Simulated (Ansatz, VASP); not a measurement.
One calculation of CsPbBr3, two programs

POSCAR

```
CsPbBr3
1.0
    5.7052428667      0.0000000000      0.0000000000
    0.0000000000      5.7052428667      0.0000000000
    0.0000000000      0.0000000000      6.0142548021
Cs Pb Br
1 1 3
Direct
    0.0000000000      0.0000000000      0.0000000000
    0.5000000000      0.5000000000      0.5000000000
    0.5000000000      0.5000000000      0.0000000000
    0.5000000000      0.0000000000      0.5000000000
    0.0000000000      0.5000000000      0.5000000000
```

File INCAR.step1:

```
SYSTEM = CsPbBr3
  PREC = Accurate
  ENCUT = 520
  ISMEAR = 0
  SIGMA = 0.01
  LREAL = .False.
  LASPH = .True.
  NELM = 80
  NBANDS = 30
  GGA = PE
  ALGO = Normal
  EDIFF = 1E-4
  LWAVE = .True.
  LCHARG = .False.
```

INCAR.step2

```
SYSTEM = CsPbBr3
  PREC = Accurate
  ENCUT = 520
  EDIFF = 1E-7
  ISMEAR = 0
  SIGMA = 0.01
  LREAL = .False.
  LASPH = .True.
  NELM = 80
  ALGO = Normal
  ISIF = 2
  LWAVE = .False.
  LCHARG = .False.
  METAGGA = R2SCAN
  LMIXTAU = .True.
  NBANDS = 30
  ISTART = 1
```

Contents of KPOINTS:

```
Automatic mesh
0
Gamma
  4 4 4
  0 0 0
```

Input for Ansatz:

```yaml
crystal:
  lattice:
    - [5.7052428667, 0.0, 0.0]
    - [0.0, 5.7052428667, 0.0]
    - [0.0, 0.0, 6.0142548021]
  atoms:
    - { symbol: Cs, position: [0.0, 0.0, 0.0] }
    - { symbol: Pb, position: [0.5, 0.5, 0.5] }
    - { symbol: Br, position: [0.5, 0.5, 0.0] }
    - { symbol: Br, position: [0.5, 0.0, 0.5] }
    - { symbol: Br, position: [0.0, 0.5, 0.5] }
kpoints:
  mp_grid: { grid: [4, 4, 4] }
  band_path:
    path: [[0.0, 0.0, 0.0], [0.0, 0.5, 0.0], [0.5, 0.5, 0.0], [0.5, 0.5, 0.5]]
    npoints: 1
hamiltonian:
  xc: r2scan
scf:
  occupations: { method: fixed }
  n_extra_bands: 5
output:
  forces: true
  stress: true
  eigenvalues: true
```

Change from the starting cell: epitaxial_xy strain -4.0%.

Alike in both runs: task single point; functional r2SCAN; k mesh 4 × 4 × 4; no spin polarisation.

```csv
,VASP,Ansatz
version,VASP 6.6.1,Ansatz 0.2.0
potentials or method,"VASP PAW PBE potentials, release 64 (Cs_sv, Pb_d, Br)","plane waves, PAW"
plane-wave cutoff (eV),520,500
occupations,"gaussian, width 0.01 eV",fixed
valence electrons in the cell,44,44
```

```tsv
	VASP	Ansatz	Ansatz less VASP
gap on the k mesh at the Fermi level (eV)	1.44	1.43	-0.014
pressure (GPa)	1.9	1.9	0.00
traceless stress, the component that is largest in VASP (GPa)	-1.93	-1.93	+0.005
```

VASP's potentials were made for PBE, not for r2SCAN.

Spin-orbit coupling is off throughout.
